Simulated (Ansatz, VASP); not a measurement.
# Fe: VASP beside Ansatz

```
Fe
1.0
     0.00000    3.55700    3.55700
     1.77850    0.00000    1.77850
     1.77850    1.77850    0.00000
Fe
2
Direct
  0.00000 0.00000 0.00000
  0.50000 0.00000 0.00000
```

Alike in both runs: task single point; functional PBE; k mesh 6 × 12 × 12; occupations gaussian, width 0.1 eV; collinear spin.

|  | VASP | Ansatz |
| --- | --- | --- |
| version | VASP 6.6.1 | Ansatz 0.2.0 |
| potentials or method | VASP PAW PBE potentials, release 64 (Fe), cutoff 520 eV | PAW, plane waves, scalar-relativistic |
| valence electrons in the cell | 16 | 32 |

VASP gave:

| Item | Value |
| --- | --- |
| pressure (GPa) | 7.8 |
| net moment per atom (μB) | 2.31 |
| size of the moment on the site where the two differ most (μB) | 2.30 |

What did Ansatz give for the same quantities?

Pressure (GPa): -10.3; net moment per atom (μB): 1.36; size of the moment on the site where the two differ most (μB): 1.38.

The net moments are unlike, so the other rows may belong to different states. Site moments also hang on the region over which each program counts them. VASP's potentials hold 16 valence electrons a cell and Ansatz's 32, so a difference there can come from the potentials and not from the codes.
